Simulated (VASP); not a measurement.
# HfPb4O (F-43m) in VASP: notebook

The runs below take HfPb4O through single point, relaxation of cell and atoms, with PBE.

All numbers are computed with VASP 6.6.1; they aren't measurements. Logs are shortened: lines on timing, memory, paths and dates and some standing lists are left out, and cuts for length are marked.

## Step 1: The cell of the first run

The structure is cubic, space group F-43m (No. 216). Conventional cell: a = 8.645 Å, b = 8.645 Å, c = 8.645 Å, α = 90.00°, β = 90.00°, γ = 90.00°. Within 4.7 Å of Hf (site symmetry -43m) lie 12 Pb at 3.58 Å and 4 O at 3.74 Å. Pb (site symmetry 3m) has 6 Pb at 3.06 Å and 3 O at 3.58 Å and 3 Hf at 3.58 Å within 4.0 Å. O (site symmetry -43m) has 12 Pb at 3.58 Å and 4 Hf at 3.74 Å within 4.7 Å.

The cell was generated, and may not be a known phase.

## Step 2: Single point, PBE

INCAR

```
PREC = Accurate
ENCUT = 520
EDIFF = 1E-6
ISMEAR = 0
SIGMA = 0.1
LREAL = F
LASPH = T
NELM = 100
ALGO = Normal
ISIF = 2
LWAVE = F
LCHARG = F
GGA = PE
NBANDS = 45
```

KPOINTS

```
Automatic mesh
0
Gamma
  4 4 4
```

POSCAR

```
HfPb4O
1.0
    0.0000000000      4.3225596800      4.3225596800
    4.3225596800      0.0000000000      4.3225596800
    4.3225596800      4.3225596800      0.0000000000
Hf Pb O
1 4 1
Direct
    0.0000000000      0.0000000000      0.0000000000
    0.6249677700      0.1250966900      0.6249677700
    0.6249677700      0.6249677700      0.1250966900
    0.6249677700      0.6249677700      0.6249677700
    0.1250966900      0.6249677700      0.6249677700
    0.2500000000      0.2500000000      0.2500000000
```

Potentials or basis: VASP PAW PBE potentials, release 64 (Hf_pv, Pb_d, O).

Run with:

```bash
> cat potpaw_PBE.64/Hf_pv/POTCAR potpaw_PBE.64/Pb_d/POTCAR potpaw_PBE.64/O/POTCAR > POTCAR
> mpirun -np 1 vasp_std > vasp.out
```

OUTCAR:

```text
PREC = Accurate
   ENCUT = 520
   EDIFF = 1E-6
   ISMEAR = 0
   LREAL = F
   LASPH = T
   NELM = 100
   ISIF = 2
   GGA = PE

 ion  position               nearest neighbor table
   1  0.000  0.000  0.000-   2 3.58   3 3.58   3 3.58   5 3.58   2 3.58   5 3.58   4 3.58   4 3.58
                             4 3.58   2 3.58   5 3.58   3 3.58
   2  0.625  0.125  0.625-   3 3.06   4 3.06   5 3.06   5 3.06   3 3.06   4 3.06   1 3.58   1 3.58
                             1 3.58
   3  0.625  0.625  0.125-   2 3.06   4 3.06   5 3.06   2 3.06   5 3.06   4 3.06   1 3.58   1 3.58
                             1 3.58
   4  0.625  0.625  0.625-   2 3.06   3 3.06   5 3.06   5 3.06   2 3.06   3 3.06   1 3.58   1 3.58
                             1 3.58
   5  0.125  0.625  0.625-   2 3.06   3 3.06   4 3.06   2 3.06   3 3.06   4 3.06   1 3.58   1 3.58
                             1 3.58
   6  0.250  0.250  0.250-

  LATTYP: Found a face centered cubic cell.
 ALAT       =     8.6451193600

  Lattice vectors:

 A1 = (   0.0000000000,   4.3225596800,   4.3225596800)
 A2 = (   4.3225596800,   0.0000000000,   4.3225596800)
 A3 = (   4.3225596800,   4.3225596800,   0.0000000000)

Analysis of symmetry for initial positions (statically):
=====================================================================
 Subroutine PRICEL returns:
 Original cell was already a primitive cell.

 Routine SETGRP: Setting up the symmetry group for a
 face centered cubic supercell.

 Subroutine GETGRP returns: Found 24 space group operations
 (whereof 24 operations were pure point group operations)
 out of a pool of 48 trial point group operations.

The static configuration has the point symmetry T_d .

Analysis of symmetry for dynamics (positions and initial velocities):
=====================================================================
 Subroutine PRICEL returns:
 Original cell was already a primitive cell.

 Routine SETGRP: Setting up the symmetry group for a
 face centered cubic supercell.

 Subroutine GETGRP returns: Found 24 space group operations
 (whereof 24 operations were pure point group operations)
 out of a pool of 48 trial point group operations.

The dynamic configuration has the point symmetry T_d .

 Subroutine INISYM returns: Found 24 space group operations
 (whereof 24 operations are pure point group operations),
 and found     1 'primitive' translations

----------------------------------------------------------------------------------------

                                     Primitive cell

  volume of cell :     161.5299

  direct lattice vectors                    reciprocal lattice vectors
     0.000000000  4.322559680  4.322559680    -0.115672203  0.115672203  0.115672203
     4.322559680  0.000000000  4.322559680     0.115672203 -0.115672203  0.115672203
     4.322559680  4.322559680  0.000000000     0.115672203  0.115672203 -0.115672203

  length of vectors
     6.113022524  6.113022524  6.113022524     0.200350132  0.200350132  0.200350132

  position of ions in fractional coordinates (direct lattice)
     0.000000000  0.000000000  0.000000000
     0.624967770  0.125096690  0.624967770
     0.624967770  0.624967770  0.125096690
     0.624967770  0.624967770  0.624967770
     0.125096690  0.624967770  0.624967770
     0.250000000  0.250000000  0.250000000

  ion indices of the primitive-cell ions
   primitive index   ion index
                 1           1
                 2           2
                 3           3
                 4           4
                 5           5
                 6           6

----------------------------------------------------------------------------------------

 KPOINTS: Automatic mesh

Automatic generation of k-mesh.
 Grid dimensions read from file:
 generate k-points for:    4    4    4

 Generating k-lattice:

  Cartesian coordinates                     Fractional coordinates (reciprocal lattice)
    -0.028918051  0.028918051  0.028918051     0.250000000  0.000000000  0.000000000
     0.028918051 -0.028918051  0.028918051     0.000000000  0.250000000  0.000000000
     0.028918051  0.028918051 -0.028918051     0.000000000  0.000000000  0.250000000

  Length of vectors
     0.050087533  0.050087533  0.050087533

  Shift w.r.t. Gamma in fractional coordinates (k-lattice)
     0.000000000  0.000000000  0.000000000

 Subroutine IBZKPT returns following result:
 ===========================================

 Found      8 irreducible k-points:

 Following reciprocal coordinates:
            Coordinates               Weight
  0.000000  0.000000  0.000000      1.000000
  0.250000  0.000000  0.000000      8.000000
  0.500000  0.000000  0.000000      4.000000
  0.250000  0.250000  0.000000      6.000000
  0.500000  0.250000  0.000000     24.000000
 -0.250000  0.250000  0.000000     12.000000
  0.500000  0.500000  0.000000      3.000000
 -0.250000  0.500000  0.250000      6.000000
   k-points           NKPTS =      8   k-points in BZ     NKDIM =      8   number of bands    NBANDS=     45
   number of dos      NEDOS =    301   number of ions     NIONS =      6
   total plane-waves  NPLWV = 110592
   dimension x,y,z NGX =    48 NGY =   48 NGZ =   48
   dimension x,y,z NGXF=    96 NGYF=   96 NGZF=   96
   ions per type =               1   4   1
   NGX,Y,Z   is equivalent  to a cutoff of  13.05, 13.05, 13.05 a.u.
   NGXF,Y,Z  is equivalent  to a cutoff of  26.11, 26.11, 26.11 a.u.
 SYSTEM =  unknown system
   PREC   = accura    normal or accurate (medium, high low for compatibility)
   ISTART =      0    job   : 0-new  1-cont  2-samecut
   ICHARG =      2    charge: 1-file 2-atom 10-const
   ISPIN  =      1    spin polarized calculation?
   LNONCOLLINEAR =      F non collinear calculations
   LSORBIT =      F    spin-orbit coupling
   LASPH  =      T    aspherical Exc in radial PAW
   ENCUT  =  520.0 eV  38.22 Ry    6.18 a.u.  11.37 11.37 11.37*2*pi/ulx,y,z
   NELM   =    100;   NELMIN=  2; NELMDL= -5     # of ELM steps
   EDIFF  = 0.1E-05   stopping-criterion for ELM
   LREAL  =      F    real-space projection
   EDIFFG = 0.1E-04   stopping-criterion for IOM
   NSW    =      0    number of steps for IOM
   IBRION =     -1    ionic relax: 0-MD 1-quasi-New 2-CG
   NFREE  =      0    steps in history (QN), initial steepest desc. (CG)
   ISIF   =      2    stress and relaxation
   ISYM   =      2    0-nonsym 1-usesym 2-fastsym
   POTIM  = 0.5000    time-step for ionic-motion
   TEBEG  =    0.0;   TEEND  =   0.0 temperature during run
   PSTRESS=    0.0 pullay stress
   NELECT =      72.0000    total number of electrons
   NUPDOWN=      -1.0000    fix difference up-down
   EMIN   =  10.00;   EMAX   =-10.00  energy-range for DOS
   EFERMI =   0.00;   METHOD = LEGACY
   ISMEAR =     0;   SIGMA  =   0.10  broadening in eV -4-tet -1-fermi 0-gaus
   EFERMI_NEDOS =   21; number of points for ismear=-14 and -15
   IALGO  =     38    algorithm
   IMIX   =      4    mixing-type and parameters
     AMIX     =   0.40;   BMIX     =  1.00
     AMIX_MAG =   1.60;   BMIX_MAG =  1.00
  volume/ion in A,a.u.               =      26.92       181.68
  Fermi-wavevector in a.u.,A,eV,Ry     =   1.250551  2.363198 21.277842  1.563877
  Thomas-Fermi vector in A             =   2.384540
   LORBIT       =      0    0 simple, 1 ext, 2 COOP (PROOUT), +10 PAW based schemes
   GGA     = PE    functional components
   LHFCALC =     F    Hartree Fock is set to
   AEXX    =    0.0000 exact exchange contribution
   IVDW    =     0    specifies the selected vdW correction
   LEPSILON=     F    determine dielectric tensor
   LRPA    =     F    only Hartree local field effects (RPA)
 non-spin polarized calculation
 Gauss-broadening in eV      SIGMA  =   0.10
  energy-cutoff  :      520.00
  volume of cell :      161.53
 maximum number of plane-waves:      4360
 NGX is ok and might be reduce to    48
   NGX = 23   NGY = 23   NGZ = 23

 number of electron      72.0000009 magnetization

 Free energy of the ion-electron system (eV)
  ---------------------------------------------------
  ext. energy  EPLUGINS =         0.00000000
  ---------------------------------------------------
  free energy    TOTEN  =       -24.69590642 eV

  energy without entropy =      -24.65879363  energy(sigma->0) =      -24.67735003

 E-fermi :   5.8982     XC(G=0): -10.0442

 val. band max:        5.8860251371   @ k =   0.5000   0.5000   0.0000
 cond. band min:       5.9205789179   @ k =  -0.2500   0.5000   0.2500
 fundamental gap:      0.0345537808
 Fermi energy:         5.8982379459

 k-point     1 :       0.0000    0.0000    0.0000
  band No.  band energies     occupation
      1     -26.5464      2.00000
      2     -26.5464      2.00000
      3     -26.5464      2.00000
      4     -12.0590      2.00000
      5     -11.7226      2.00000
      6     -11.7226      2.00000
[... 37 lines left out ...]
     44      10.3461      0.00000
     45      10.3461      0.00000

 k-point     2 :       0.2500    0.0000    0.0000
  band No.  band energies     occupation
      1     -26.5465      2.00000
      2     -26.5464      2.00000
      3     -26.5464      2.00000
      4     -11.9681      2.00000
      5     -11.6847      2.00000
      6     -11.6847      2.00000
[... 37 lines left out ...]
     44       9.7240      0.00000
     45      10.2705      0.00000

 k-point     3 :       0.5000    0.0000    0.0000
  band No.  band energies     occupation
      1     -26.5466      2.00000
      2     -26.5464      2.00000
      3     -26.5464      2.00000
      4     -11.8821      2.00000
      5     -11.6706      2.00000
      6     -11.6706      2.00000
[... 229 lines left out ...]
     44       8.1137      0.00000
     45       8.2176      0.00000

 k-point     8 :      -0.2500    0.5000    0.2500
  band No.  band energies     occupation
      1     -26.5465      2.00000
      2     -26.5465      2.00000
      3     -26.5464      2.00000
      4     -11.6429      2.00000
      5     -11.6424      2.00000
      6     -11.6109      2.00000
[... 37 lines left out ...]
     44       8.6810      0.00000
     45       9.6884      0.00000

------------------------ aborting loop because EDIFF is reached ----------------------------------------

  FORCE on cell =-STRESS in cart. coord.  units (eV):
  Direction    XX          YY          ZZ          XY          YZ          ZX
  --------------------------------------------------------------------------------------
  -------------------------------------------------------------------------------------
  Total        1.5901541      1.5901541      1.5901541     -0.0000000     -0.0000000      0.0000000
  in kB       15.7723647     15.7723647     15.7723647     -0.0000000     -0.0000000      0.0000000
  external PRESSURE =      15.7723647 kB  Pullay stress =       0.0000000 kB

 VOLUME and BASIS-vectors are now :
 -----------------------------------------------------------------------------
  energy-cutoff  :      520.00
  volume of cell :      161.53
      direct lattice vectors                 reciprocal lattice vectors
     0.000000000  4.322559680  4.322559680    -0.115672203  0.115672203  0.115672203
     4.322559680  0.000000000  4.322559680     0.115672203 -0.115672203  0.115672203
     4.322559680  4.322559680  0.000000000     0.115672203  0.115672203 -0.115672203

 POSITION                                       TOTAL-FORCE (eV/Angst)
 -----------------------------------------------------------------------------------
      0.00000      0.00000      0.00000         0.000000      0.000000      0.000000
      3.24220      5.40292      3.24220         0.014796     -0.014796      0.014796
      3.24220      3.24220      5.40292         0.014796      0.014796     -0.014796
      5.40292      5.40292      5.40292        -0.014796     -0.014796     -0.014796
      5.40292      3.24220      3.24220        -0.014796      0.014796      0.014796
      2.16128      2.16128      2.16128         0.000000      0.000000      0.000000
 -----------------------------------------------------------------------------------
    total drift:                                0.000000      0.000000      0.000000

  FREE ENERGIE OF THE ION-ELECTRON SYSTEM (eV)
  ---------------------------------------------------
  free  energy   TOTEN  =       -24.6959064232 eV

  energy  without entropy=      -24.6587936301  energy(sigma->0) =      -24.67735003
```

It took 47 s on 1 thread of Intel Xeon 6975P-C (Granite Rapids), shared host; peak memory 0.34 GiB.

Results:

```
Free energy            : -24.6959 eV
Pressure               : 1.6 GPa
Largest force          : 0.026 eV/Å
Band gap on the k mesh : zero (bands 36 and 37 overlap by 1.13 eV)
```

Forces in eV/Å, atoms in the order of the input:
```
Hf   0.000  0.000  0.000
Pb   0.015 -0.015  0.015
Pb   0.015  0.015 -0.015
Pb  -0.015 -0.015 -0.015
Pb  -0.015  0.015  0.015
O    0.000  0.000  0.000
```

Caveat: spin-orbit coupling is left out, which moves the levels of the heavy elements.

[end of part 1 of 2]

The gap in the log of VASP goes by the Fermi energy; the results here count the filled bands.